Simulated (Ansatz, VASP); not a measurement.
# One calculation of Ti, two programs

POSCAR

```
Ti
1.0
   -1.7066400000      1.7066400000      1.5753600000
    1.7066400000     -1.7066400000      1.5753600000
    1.7066400000      1.7066400000     -1.5753600000
Ti
1
Direct
    0.0000000000      0.0000000000      0.0000000000
```

Contents of INCAR.step1:

```
SYSTEM = Ti
ALGO = Normal
EDIFF = 1E-4
ENCUT = 520
GGA = PE
ISMEAR = 0
LASPH = .TRUE.
LCHARG = .FALSE.
LREAL = .FALSE.
LWAVE = .TRUE.
NBANDS = 12
NELM = 80
PREC = Accurate
SIGMA = 0.15
```

File INCAR.step2:

```
SYSTEM = Ti
ALGO = Normal
EDIFF = 1E-7
ENCUT = 520
ISIF = 2
ISMEAR = 0
ISTART = 1
LASPH = .TRUE.
LCHARG = .FALSE.
LMIXTAU = .TRUE.
LREAL = .FALSE.
LWAVE = .FALSE.
METAGGA = R2SCAN
NBANDS = 12
NELM = 80
PREC = Accurate
SIGMA = 0.15
```

Contents of KPOINTS:

```
k-points
0
G
  20 20 20
  0 0 0
```

Input for Ansatz:

```yaml
crystal:
  lattice:
    - [-1.70664, 1.70664, 1.57536]
    - [1.70664, -1.70664, 1.57536]
    - [1.70664, 1.70664, -1.57536]
  atoms:
    - { symbol: Ti, position: [0.0, 0.0, 0.0] }
basis:
  ecutwfc: 500
kpoints:
  mp_grid: { grid: [20, 20, 20] }
hamiltonian:
  xc: r2scan
scf:
  occupations: { method: gaussian, width: 0.15 }
output:
  forces: true
  stress: true
  eigenvalues: true
```

Change from the starting cell: strain +0.040 along x and y, -0.040 along z, atoms carried along.

Alike in both runs: task single point; functional r2SCAN; k mesh 20 × 20 × 20; occupations gaussian, width 0.15 eV; no spin polarisation.

```csv
,VASP,Ansatz
version,VASP 6.6.1,Ansatz 0.2.0
potentials or method,"VASP PAW PBE potentials, release 64 (Ti_sv), cutoff 520 eV","scalar-relativistic, plane waves, PAW"
valence electrons in the cell,12,12
```

|  | VASP | Ansatz | Ansatz less VASP |
| --- | --- | --- | --- |
| gap on the k mesh at the Fermi level (eV) | none | none | - |
| pressure (GPa) | -6.0 | -6.3 | -0.36 |
| traceless stress, the component that is largest in VASP (GPa) | -1.40 | -1.41 | -0.010 |

VASP's potentials were made for PBE, not for r2SCAN. A gap of «none» marks a metal or a gap that the smearing closes. With one functional, cell and mesh, what is left measures potentials, basis and numerics.
